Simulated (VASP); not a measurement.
NaLu:

```
Na Lu
1.0
     5.63197    0.00000    0.00000
     0.00000    4.43573    0.00000
     0.00000    0.00000    4.43573
Na Lu
2 2
Direct
  0.00000 0.00000 0.00000
  0.00000 0.50000 0.50000
  0.50000 0.00000 0.50000
  0.50000 0.50000 0.00000
```

* Program: VASP 6.6.1
* Task: relaxation of cell and atoms
* Functional: LDA
* Potentials or basis: VASP PAW PBE potentials, release 64 (Na_pv, Lu)
* Cutoff: 600 eV
* k mesh: 4 × 5 × 5
* Occupations: fermi-dirac, width 0.1 eV
* Spin: no spin polarisation

At the start: pressure 0.2 GPa; volume 27.70 Å³/atom.

Task: Where does the relaxation end?

Result: Over 9 steps the energy falls by 3.3 meV/atom and the volume is 28.28 Å³/atom (+2.1 %); space group P4/mmm (No. 123, to 0.1 Å) before and after.

Step by step:
```
step  energy change (eV)  largest force (eV/Å)  pressure (GPa)  volume (Å³)
   1              0.0000                0.0000            0.17       110.81
   2             -0.0049                0.0000           -0.12       111.28
   3             -0.0078                0.0000           -0.10       111.63
   4             -0.0118                0.0000           -0.14       112.30
   5             -0.0120                0.0000           -0.41       113.62
   6             -0.0131                0.0000           -0.13       112.83
   7             -0.0131                0.0000           -0.39       113.19
   8             -0.0132                0.0000           -0.09       112.97
   9             -0.0132                0.0000           -0.05       113.10
```

Final structure:
```yaml
crystal:
  lattice:
    - [5.85113, 0.00000, 0.00000]
    - [0.00000, 4.39659, 0.00000]
    - [0.00000, 0.00000, 4.39659]
  atoms:
    - { symbol: Na, position: [0.00000, 0.00000, 0.00000] }
    - { symbol: Na, position: [0.00000, 0.50000, 0.50000] }
    - { symbol: Lu, position: [0.50000, 0.00000, 0.50000] }
    - { symbol: Lu, position: [0.50000, 0.50000, 0.00000] }
```

Caveat: the PAW data sets were made with another functional, which shifts forces and pressure a little.
